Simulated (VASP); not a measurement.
Here is a VASP 6.6.1 calculation.

The input INCAR:

```
PREC     = Accurate       # precision mode
ENCUT    = 520            # plane-wave cutoff, eV
EDIFF    = 1E-7           # SCF threshold, eV
ISMEAR   = -1             # smearing method
SIGMA    = 0.1            # smearing width, eV
LREAL    = False          # projectors in reciprocal space
LASPH    = True           # aspherical terms in the spheres
NELM     = 60             # most SCF steps
ALGO     = Normal         # electronic algorithm
ISIF     = 2              # what is computed and relaxed
LWAVE    = False          # write WAVECAR
LCHARG   = False          # write CHGCAR
NBANDS   = 11             # bands
```

KPOINTS

```
regular mesh
0
Gamma
  14 14 8
```

Contents of POSCAR:

```
C
1.0
    2.1792265155     -1.2582522948      0.0000000000
    2.1792265155      1.2582522948      0.0000000000
   -1.4127186632      0.0000000000      3.5882984588
C
2
Direct
    0.8333555300      0.8333555300      0.0000930400
    0.1666444700      0.1666444700      0.9999069600
```

Potentials or basis: VASP PAW LDA potentials, release 64 (C).

The run is started by

```bash
$ cat potpaw_LDA.64/C/POTCAR > POTCAR
$ mpirun -np 1 vasp_std > vasp.out
```

(1) What does it give for the largest force?

(2) Estimate the pressure.

(3) What does it give for the band gap on the k mesh?

Results:

(1) 0.005 eV/Å.

(2) -20.2 GPa.

(3) 0.74 eV, indirect (least direct gap 0.77 eV).
